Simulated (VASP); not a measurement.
Input of a VASP 6.6.1 run:

POSCAR

```
BN
1.0
    2.4990664912      0.0000000000      0.0000000000
   -1.2495332456      2.1642550672      0.0000000000
    0.0000000000      0.0000000000      6.8441298231
B N
2 2
Direct
    0.3333333333      0.6666666667      0.2500000000
    0.6666666667      0.3333333333      0.7500000000
    0.3333333333      0.6666666667      0.7500000000
    0.6666666667      0.3333333333      0.2500000000
```

File INCAR.step1:

```
SYSTEM = BN
  PREC = Accurate
  ENCUT = 600
  ISMEAR = 0
  SIGMA = 0.02
  LREAL = .FALSE.
  LASPH = .TRUE.
  NELM = 100
  GGA = PE
  ALGO = Normal
  EDIFF = 1E-4
  LWAVE = .TRUE.
  LCHARG = .FALSE.
```

Contents of INCAR.step2:

```
SYSTEM = BN
  PREC = Accurate
  ENCUT = 600
  EDIFF = 1E-6
  ISMEAR = 0
  SIGMA = 0.02
  LREAL = .FALSE.
  LASPH = .TRUE.
  NELM = 100
  ALGO = Normal
  ISIF = 3
  LWAVE = .FALSE.
  LCHARG = .FALSE.
  METAGGA = R2SCAN
  LMIXTAU = .TRUE.
  IBRION = 2
  NSW = 100
  EDIFFG = -0.002
  ISTART = 1
```

Contents of KPOINTS:

```
regular mesh
0
G
  12 12 4
  0 0 0
```

Potentials or basis: VASP PAW PBE potentials, release 64 (B, N).

Run with:

```bash
$ cat potpaw_PBE.64/B/POTCAR potpaw_PBE.64/N/POTCAR > POTCAR
$ cp INCAR.step1 INCAR
$ mpirun -np 1 vasp_std > vasp.out
$ cp INCAR.step2 INCAR
$ mpirun -np 1 vasp_std > vasp.out
```

Estimate the space group after relaxing (to 0.1 Å).

P6_3/mmc (No. 194).

Predict the relaxed volume.

9.28 Å³/atom.

Final structure:
```yaml
crystal:
  lattice:
    - [2.50250, 0.00000, 0.00000]
    - [-1.25125, 2.16723, 0.00000]
    - [0.00000, 0.00000, 6.84402]
  atoms:
    - { symbol: B, position: [0.33333, 0.66667, 0.25000] }
    - { symbol: B, position: [0.66667, 0.33333, 0.75000] }
    - { symbol: N, position: [0.33333, 0.66667, 0.75000] }
    - { symbol: N, position: [0.66667, 0.33333, 0.25000] }
```

Caveat: the PAW data sets were made with another functional, which shifts forces and pressure a little.
